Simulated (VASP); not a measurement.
# NaH in VASP: notebook

NaH is run at these levels: PBE, r2SCAN; tasks: single point.

All numbers are computed with VASP 6.6.1; they aren't measurements. Logs are shortened: lines on timing, memory, paths and dates and some standing lists are left out, and cuts for length are marked.

### 1 The cell of the first run

The typed cell holds 4 atoms: a = 3.932 Å, b = 3.932 Å, c = 4.825 Å, α = 90.00°, β = 90.00°, γ = 120.00°.

### 2 Single point, PBE (volume changed by -3%)

The input, INCAR:

```
SYSTEM = NaH
PREC = Accurate
ENCUT = 520
EDIFF = 1E-6
ISMEAR = 0
SIGMA = 0.01
LREAL = .FALSE.
LASPH = .TRUE.
NELM = 100
ALGO = Normal
ISIF = 2
LWAVE = .FALSE.
LCHARG = .TRUE.
GGA = PE
LELF = .TRUE.
LVHAR = .TRUE.
NBANDS = 16
```

The input, KPOINTS:

```
Automatic mesh
0
G
  6 6 4
  0 0 0
```

The input, POSCAR:

```
NaH
1.0
    3.9315304191      0.0000000000      0.0000000000
   -1.9657652095      3.4048052187      0.0000000000
    0.0000000000      0.0000000000      4.8247859656
Na H
2 2
Direct
    0.3333333333      0.6666666667     -0.0625143191
    0.6666666667      0.3333333333      0.4374856809
    0.3333333333      0.6666666667      0.4375143191
    0.6666666667      0.3333333333      0.9375143191
```

Potentials or basis: VASP PAW PBE potentials, release 64 (Na_pv, H).

Started as:

```sh
cat potpaw_PBE.64/Na_pv/POTCAR potpaw_PBE.64/H/POTCAR > POTCAR
mpirun -np 1 vasp_std > vasp.out
```

OUTCAR:

```text
SYSTEM = NaH
   PREC = Accurate
   ENCUT = 520
   EDIFF = 1E-6
   ISMEAR = 0
   LREAL = .FALSE.
   LASPH = .TRUE.
   NELM = 100
   ISIF = 2
   GGA = PE

 ion  position               nearest neighbor table
   1  0.333  0.667  0.937-
   2  0.667  0.333  0.437-
   3  0.333  0.667  0.438-
   4  0.667  0.333  0.938-

  LATTYP: Found a hexagonal cell.
 ALAT       =     3.9315304191
 C/A-ratio  =     1.2272030103

  Lattice vectors:

 A1 = (   3.9315304191,   0.0000000000,   0.0000000000)
 A2 = (  -1.9657652095,   3.4048052187,   0.0000000000)
 A3 = (   0.0000000000,   0.0000000000,   4.8247859656)

Analysis of symmetry for initial positions (statically):
=====================================================================
 Subroutine PRICEL returns:
 Original cell was already a primitive cell.

 Routine SETGRP: Setting up the symmetry group for a
 hexagonal supercell.

 Subroutine GETGRP returns: Found 12 space group operations
 (whereof  6 operations were pure point group operations)
 out of a pool of 24 trial point group operations.

The static configuration has the point symmetry C_3v.
 The point group associated with its full space group is C_6v.

Analysis of symmetry for dynamics (positions and initial velocities):
=====================================================================
 Subroutine PRICEL returns:
 Original cell was already a primitive cell.

 Routine SETGRP: Setting up the symmetry group for a
 hexagonal supercell.

 Subroutine GETGRP returns: Found 12 space group operations
 (whereof  6 operations were pure point group operations)
 out of a pool of 24 trial point group operations.

The dynamic configuration has the point symmetry C_3v.
 The point group associated with its full space group is C_6v.

 Subroutine INISYM returns: Found 12 space group operations
 (whereof  6 operations are pure point group operations),
 and found     1 'primitive' translations

----------------------------------------------------------------------------------------

                                     Primitive cell

  volume of cell :      64.5850

  direct lattice vectors                    reciprocal lattice vectors
     3.931530419  0.000000000  0.000000000     0.254353876  0.146851279  0.000000000
    -1.965765209  3.404805219  0.000000000     0.000000000  0.293702557  0.000000000
     0.000000000  0.000000000  4.824785966     0.000000000  0.000000000  0.207263080

  length of vectors
     3.931530419  3.931530419  4.824785966     0.293702557  0.293702557  0.207263080

  position of ions in fractional coordinates (direct lattice)
     0.333333333  0.666666667  0.937485681
     0.666666667  0.333333333  0.437485681
     0.333333333  0.666666667  0.437514319
     0.666666667  0.333333333  0.937514319

  ion indices of the primitive-cell ions
   primitive index   ion index
                 1           1
                 2           2
                 3           3
                 4           4

----------------------------------------------------------------------------------------

 KPOINTS: Automatic mesh

Automatic generation of k-mesh.
 Grid dimensions read from file:
 generate k-points for:    6    6    4

 Generating k-lattice:

  Cartesian coordinates                     Fractional coordinates (reciprocal lattice)
     0.042392313  0.024475213  0.000000000     0.166666667 -0.000000000  0.000000000
     0.000000000  0.048950426  0.000000000     0.000000000  0.166666667  0.000000000
     0.000000000  0.000000000  0.051815770     0.000000000  0.000000000  0.250000000

  Length of vectors
     0.048950426  0.048950426  0.051815770

  Shift w.r.t. Gamma in fractional coordinates (k-lattice)
     0.000000000  0.000000000  0.000000000

 Subroutine IBZKPT returns following result:
 ===========================================

 Found     21 irreducible k-points:

 Following reciprocal coordinates:
            Coordinates               Weight
  0.000000  0.000000  0.000000      1.000000
  0.166667 -0.000000  0.000000      6.000000
  0.333333 -0.000000  0.000000      6.000000
  0.500000 -0.000000  0.000000      3.000000
  0.166667  0.166667  0.000000      6.000000
  0.333333  0.166667  0.000000     12.000000
[... 13 lines left out ...]
  0.333333  0.166667  0.500000     12.000000
  0.333333  0.333333  0.500000      2.000000
   k-points           NKPTS =     21   k-points in BZ     NKDIM =     21   number of bands    NBANDS=     16
   number of dos      NEDOS =    301   number of ions     NIONS =      4
   total plane-waves  NPLWV =  32400
   dimension x,y,z NGX =    30 NGY =   30 NGZ =   36
   dimension x,y,z NGXF=    60 NGYF=   60 NGZF=   72
   ions per type =               2   2
   NGX,Y,Z   is equivalent  to a cutoff of  12.69, 12.69, 12.40 a.u.
   NGXF,Y,Z  is equivalent  to a cutoff of  25.37, 25.37, 24.81 a.u.
 SYSTEM =  NaH
   PREC   = accura    normal or accurate (medium, high low for compatibility)
   ISTART =      0    job   : 0-new  1-cont  2-samecut
   ICHARG =      2    charge: 1-file 2-atom 10-const
   ISPIN  =      1    spin polarized calculation?
   LNONCOLLINEAR =      F non collinear calculations
   LSORBIT =      F    spin-orbit coupling
   LASPH  =      T    aspherical Exc in radial PAW
   ENCUT  =  520.0 eV  38.22 Ry    6.18 a.u.   7.31  7.31  8.97*2*pi/ulx,y,z
   NELM   =    100;   NELMIN=  2; NELMDL= -5     # of ELM steps
   EDIFF  = 0.1E-05   stopping-criterion for ELM
   LREAL  =      F    real-space projection
   EDIFFG = 0.1E-04   stopping-criterion for IOM
   NSW    =      0    number of steps for IOM
   IBRION =     -1    ionic relax: 0-MD 1-quasi-New 2-CG
   NFREE  =      0    steps in history (QN), initial steepest desc. (CG)
   ISIF   =      2    stress and relaxation
   ISYM   =      2    0-nonsym 1-usesym 2-fastsym
   POTIM  = 0.5000    time-step for ionic-motion
   TEBEG  =    0.0;   TEEND  =   0.0 temperature during run
   PSTRESS=    0.0 pullay stress
   NELECT =      16.0000    total number of electrons
   NUPDOWN=      -1.0000    fix difference up-down
   EMIN   =  10.00;   EMAX   =-10.00  energy-range for DOS
   EFERMI =   0.00;   METHOD = LEGACY
   ISMEAR =     0;   SIGMA  =   0.01  broadening in eV -4-tet -1-fermi 0-gaus
   EFERMI_NEDOS =   21; number of points for ismear=-14 and -15
   IALGO  =     38    algorithm
   IMIX   =      4    mixing-type and parameters
     AMIX     =   0.40;   BMIX     =  1.00
     AMIX_MAG =   1.60;   BMIX_MAG =  1.00
  volume/ion in A,a.u.               =      16.15       108.96
  Fermi-wavevector in a.u.,A,eV,Ry     =   1.028184  1.942986 14.383567  1.057162
  Thomas-Fermi vector in A             =   2.162167
   LORBIT       =      0    0 simple, 1 ext, 2 COOP (PROOUT), +10 PAW based schemes
   GGA     = PE    functional components
   LHFCALC =     F    Hartree Fock is set to
   AEXX    =    0.0000 exact exchange contribution
   IVDW    =     0    specifies the selected vdW correction
   LEPSILON=     F    determine dielectric tensor
   LRPA    =     F    only Hartree local field effects (RPA)
 non-spin polarized calculation
 Gauss-broadening in eV      SIGMA  =   0.01
  energy-cutoff  :      520.00
  volume of cell :       64.59
 maximum number of plane-waves:      1758
 NGX is ok and might be reduce to    30
   NGX = 15   NGY = 15   NGZ = 17

 number of electron      16.0000026 magnetization

 Free energy of the ion-electron system (eV)
  ---------------------------------------------------
  ext. energy  EPLUGINS =         0.00000000
  ---------------------------------------------------
  free energy    TOTEN  =       -10.07057785 eV

  energy without entropy =      -10.07057785  energy(sigma->0) =      -10.07057785

 E-fermi :  -1.3401     XC(G=0):  -7.1422

 val. band max:       -1.3992089118   @ k =   0.1667  -0.0000   0.0000
 cond. band min:       1.9507142010   @ k =   0.3333   0.3333   0.0000
 fundamental gap:      3.3499231128
 Fermi energy:        -1.3400821007

 k-point     1 :       0.0000    0.0000    0.0000
  band No.  band energies     occupation
      1     -23.6723      2.00000
      2     -23.6304      2.00000
      3     -23.6304      2.00000
      4     -23.6016      2.00000
      5     -23.6016      2.00000
      6     -23.5826      2.00000
[... 8 lines left out ...]
     15       9.3735      0.00000
     16      14.1896      0.00000

 k-point     2 :       0.1667   -0.0000    0.0000
  band No.  band energies     occupation
      1     -23.6665      2.00000
      2     -23.6345      2.00000
      3     -23.6333      2.00000
      4     -23.6075      2.00000
      5     -23.6009      2.00000
      6     -23.5874      2.00000
[... 8 lines left out ...]
     15      11.4464      0.00000
     16      12.0925      0.00000

 k-point     3 :       0.3333   -0.0000    0.0000
  band No.  band energies     occupation
      1     -23.6517      2.00000
      2     -23.6431      2.00000
      3     -23.6386      2.00000
      4     -23.6189      2.00000
      5     -23.6001      2.00000
      6     -23.6000      2.00000
[... 8 lines left out ...]
     15      10.8947      0.00000
     16      12.0950      0.00000

 k-point     4 :       0.5000   -0.0000    0.0000
  band No.  band energies     occupation
      1     -23.6477      2.00000
      2     -23.6411      2.00000
      3     -23.6402      2.00000
      4     -23.6243      2.00000
      5     -23.6106      2.00000
      6     -23.5997      2.00000
[... 8 lines left out ...]
     15      10.5648      0.00000
     16      11.7512      0.00000
[... 267 lines left out ...]
 k-point    19 :       0.1667    0.1667    0.5000
  band No.  band energies     occupation
      1     -23.6570      2.00000
      2     -23.6570      2.00000
      3     -23.6201      2.00000
      4     -23.6201      2.00000
      5     -23.5983      2.00000
      6     -23.5983      2.00000
[... 8 lines left out ...]
     15      11.6305      0.00000
     16      11.6305      0.00000

 k-point    20 :       0.3333    0.1667    0.5000
  band No.  band energies     occupation
      1     -23.6669      2.00000
      2     -23.6669      2.00000
      3     -23.6239      2.00000
      4     -23.6239      2.00000
      5     -23.5929      2.00000
      6     -23.5929      2.00000
[... 8 lines left out ...]
     15      12.7756      0.00000
     16      12.7756      0.00000

 k-point    21 :       0.3333    0.3333    0.5000
  band No.  band energies     occupation
      1     -23.6682      2.00000
      2     -23.6682      2.00000
      3     -23.6279      2.00000
      4     -23.6279      2.00000
      5     -23.5903      2.00000
      6     -23.5903      2.00000
[... 8 lines left out ...]
     15      13.2630      0.00000
     16      13.2630      0.00000

------------------------ aborting loop because EDIFF is reached ----------------------------------------

  FORCE on cell =-STRESS in cart. coord.  units (eV):
  Direction    XX          YY          ZZ          XY          YZ          ZX
  --------------------------------------------------------------------------------------
  -------------------------------------------------------------------------------------
  Total        0.2374856      0.2374856      0.2359135      0.0000000      0.0000000      0.0000000
  in kB        5.8913643      5.8913643      5.8523640      0.0000000      0.0000000      0.0000000
  external PRESSURE =       5.8783642 kB  Pullay stress =       0.0000000 kB

 VOLUME and BASIS-vectors are now :
 -----------------------------------------------------------------------------
  energy-cutoff  :      520.00
  volume of cell :       64.59
      direct lattice vectors                 reciprocal lattice vectors
     3.931530419  0.000000000  0.000000000     0.254353876  0.146851279  0.000000000
    -1.965765209  3.404805219  0.000000000     0.000000000  0.293702557  0.000000000
     0.000000000  0.000000000  4.824785966     0.000000000  0.000000000  0.207263080

 POSITION                                       TOTAL-FORCE (eV/Angst)
 -----------------------------------------------------------------------------------
     -0.00000      2.26987      4.52317         0.000000     -0.000000      0.000105
      1.96577      1.13494      2.11077         0.000000      0.000000      0.000105
     -0.00000      2.26987      2.11091        -0.000000      0.000000     -0.000105
      1.96577      1.13494      4.52331        -0.000000     -0.000000     -0.000105
 -----------------------------------------------------------------------------------
    total drift:                               -0.000000      0.000000      0.000007

  FREE ENERGIE OF THE ION-ELECTRON SYSTEM (eV)
  ---------------------------------------------------
  free  energy   TOTEN  =       -10.0705778468 eV

  energy  without entropy=      -10.0705778468  energy(sigma->0) =      -10.07057785
```

Run time: 10 s. Hardware: 1 thread of Intel Xeon 6975P-C (Granite Rapids), shared host; peak memory 0.17 GiB.

What came out:

```
Free energy            : -10.0706 eV
Pressure               : 0.6 GPa
Band gap on the k mesh : 3.35 eV, indirect (least direct gap 4.25 eV)
```

 A k mesh can miss the band edges.

### 3 Single point, PBE (volume changed by +3%)

The input, INCAR:

```
ALGO = Normal
EDIFF = 1E-6
ENCUT = 520
GGA = PE
ISIF = 2
ISMEAR = 0
LASPH = True
LCHARG = False
LREAL = False
LWAVE = False
NBANDS = 16
NELM = 60
PREC = Accurate
SIGMA = 0.01
```

The input, KPOINTS:

```
k-points
0
Gamma
  6 6 4
```

The input, POSCAR:

```
NaH
1.0
    4.0109766807      0.0000000000      0.0000000000
   -2.0054883403      3.4736076995      0.0000000000
    0.0000000000      0.0000000000      4.9222826570
Na H
2 2
Direct
    0.3333333333      0.6666666667     -0.0625143191
    0.6666666667      0.3333333333      0.4374856809
    0.3333333333      0.6666666667      0.4375143191
    0.6666666667      0.3333333333      0.9375143191
```

Potentials or basis: VASP PAW PBE potentials, release 64 (Na_pv, H).

Started as:

```sh
cat potpaw_PBE.64/Na_pv/POTCAR potpaw_PBE.64/H/POTCAR > POTCAR
mpirun -np 1 vasp_std > vasp.out
```

Run time: 11 s. Hardware: 1 thread of Intel Xeon 6975P-C (Granite Rapids), shared host; peak memory 0.17 GiB.

Results (log left out):

* Free energy: -10.0718 eV
* Pressure: -0.6 GPa
* Band gap on the k mesh: 3.34 eV, indirect (least direct gap 4.21 eV)

Levels at points of the mesh, in eV from the valence-band top:
| k point | band 6 | band 7 | band 8 | band 9 | band 10 | band 11 |
| --- | --- | --- | --- | --- | --- | --- |
| (0.00, 0.00, 0.00) | -22.29 | -3.21 | -0.02 | 4.79 | 7.77 | 10.07 |
| (0.50, 0.00, 0.00) | -22.30 | -1.45 | -0.58 | 3.84 | 7.35 | 7.37 |
| (0.00, 0.00, 0.50) | -22.32 | -1.94 | -1.94 | 6.74 | 6.74 | 10.87 |
| (0.50, 0.00, 0.50) | -22.30 | -0.79 | -0.79 | 3.91 | 3.91 | 8.30 |

### 4 Single point, PBE (volume changed by +6%)

The input, INCAR:

```
SYSTEM = NaH
PREC = Accurate
ENCUT = 520
EDIFF = 1E-6
ISMEAR = 0
SIGMA = 0.01
LREAL = .FALSE.
LASPH = .TRUE.
NELM = 60
ALGO = Normal
ISIF = 2
LWAVE = .FALSE.
LCHARG = .TRUE.
GGA = PE
LELF = .TRUE.
LVHAR = .TRUE.
NBANDS = 16
```

The input, KPOINTS:

```
Automatic mesh
0
G
  6 6 4
  0 0 0
```

The input, POSCAR:

```
NaH
1.0
    4.0495461302      0.0000000000      0.0000000000
   -2.0247730651      3.5070098226      0.0000000000
    0.0000000000      0.0000000000      4.9696152016
Na H
2 2
Direct
    0.3333333333      0.6666666667     -0.0625143191
    0.6666666667      0.3333333333      0.4374856809
    0.3333333333      0.6666666667      0.4375143191
    0.6666666667      0.3333333333      0.9375143191
```

Started as:

```sh
cat potpaw_PBE.64/Na_pv/POTCAR potpaw_PBE.64/H/POTCAR > POTCAR
mpirun -np 1 vasp_std > vasp.out
```

Run time: 15 s. Hardware: 1 thread of Intel Xeon 6975P-C (Granite Rapids), shared host; peak memory 0.17 GiB.

It converged, with:

```yaml
Free_energy: -10.0626 eV
Pressure: -1.0 GPa
Band_gap_on_the_k_mesh: 3.33 eV, indirect (least direct gap 4.19 eV)
```

Levels at points of the mesh, in eV from the valence-band top:
| k point | band 6 | band 7 | band 8 | band 9 | band 10 | band 11 |
| --- | --- | --- | --- | --- | --- | --- |
| (0.00, 0.00, 0.00) | -22.34 | -3.13 | -0.02 | 4.74 | 7.64 | 9.91 |
| (0.50, 0.00, 0.00) | -22.36 | -1.42 | -0.56 | 3.81 | 7.23 | 7.24 |
| (0.00, 0.00, 0.50) | -22.37 | -1.90 | -1.90 | 6.62 | 6.62 | 10.73 |
| (0.50, 0.00, 0.50) | -22.35 | -0.78 | -0.78 | 3.87 | 3.87 | 8.17 |

### 5 Single point, r2SCAN (volume changed by -6%)

The input, POSCAR:

```
NaH
1.0
    3.8725796764      0.0000000000      0.0000000000
   -1.9362898382      3.3537523779      0.0000000000
    0.0000000000      0.0000000000      4.7297280795
Na H
2 2
Direct
    0.3333333333      0.6666666667     -0.0624996803
    0.6666666667      0.3333333333      0.4375003197
    0.3333333333      0.6666666667      0.4374996803
    0.6666666667      0.3333333333      0.9374996803
```

The input, INCAR.step1:

```
PREC = Accurate
ENCUT = 520
ISMEAR = 0
SIGMA = 0.01
LREAL = False
LASPH = True
NELM = 80
NBANDS = 16
GGA = PE
ALGO = Normal
EDIFF = 1E-4
LWAVE = True
LCHARG = False
```

The input, INCAR.step2:

```
PREC = Accurate
ENCUT = 520
EDIFF = 1E-7
ISMEAR = 0
SIGMA = 0.01
LREAL = False
LASPH = True
NELM = 80
ALGO = Normal
ISIF = 2
LWAVE = False
LCHARG = True
METAGGA = R2SCAN
LMIXTAU = True
LELF = True
LVHAR = True
NBANDS = 16
ISTART = 1
```

The input, KPOINTS:

```
regular mesh
0
Gamma
  6 6 4
```

Started as:

```sh
cat potpaw_PBE.64/Na_pv/POTCAR potpaw_PBE.64/H/POTCAR > POTCAR
cp INCAR.step1 INCAR
mpirun -np 1 vasp_std > vasp.out
cp INCAR.step2 INCAR
mpirun -np 1 vasp_std > vasp.out
```

Run time: 46 s. Hardware: 1 thread of Intel Xeon 6975P-C (Granite Rapids), shared host; peak memory 0.18 GiB.

It converged, with:

```yaml
Free_energy: -15.0414 eV
Pressure: 1.2 GPa
Band_gap_on_the_k_mesh: 3.70 eV, indirect (least direct gap 4.63 eV)
```

Levels at points of the mesh, in eV from the valence-band top:
```tsv
k point	band 5	band 6	band 7	band 8	band 9	band 10	band 11	band 12
(0.00, 0.00, 0.00)	-22.91	-22.89	-3.46	-0.01	5.56	8.84	11.36	11.36
(0.50, 0.00, 0.00)	-22.92	-22.91	-1.54	-0.62	4.29	8.42	8.60	8.65
(0.00, 0.00, 0.50)	-22.93	-22.93	-2.07	-2.07	7.78	7.78	11.89	11.89
(0.50, 0.00, 0.50)	-22.90	-22.90	-0.84	-0.84	4.53	4.53	9.50	9.50
```

Caveat: the PAW data sets were made with another functional, which shifts forces and pressure a little. A k mesh can miss the band edges.

### 6 Summary

```tsv
level	cell	gap on the mesh (eV)	pressure (GPa)
PBE	a = 3.932, b = 3.932, c = 4.825 Å, angles 90.0, 90.0, 120.0°, 4 atoms	3.35	0.6
PBE	a = 4.011, b = 4.011, c = 4.922 Å, angles 90.0, 90.0, 120.0°, 4 atoms	3.34	-0.6
PBE	a = 4.050, b = 4.050, c = 4.970 Å, angles 90.0, 90.0, 120.0°, 4 atoms	3.33	-1.0
r2SCAN	a = 3.873, b = 3.873, c = 4.730 Å, angles 90.0, 90.0, 120.0°, 4 atoms	3.70	1.2
```

Alike in all rows: task single point; potentials or basis VASP PAW PBE potentials, release 64 (Na_pv, H); no spin polarisation; k mesh 6 × 6 × 4; cutoff (eV) 520; smearing gaussian 0.01 eV.

Caveats: the PAW data sets were made with another functional, which shifts forces and pressure a little (some runs).

Total energies depend on the potentials used, so only differences within one code and one set of settings carry meaning.
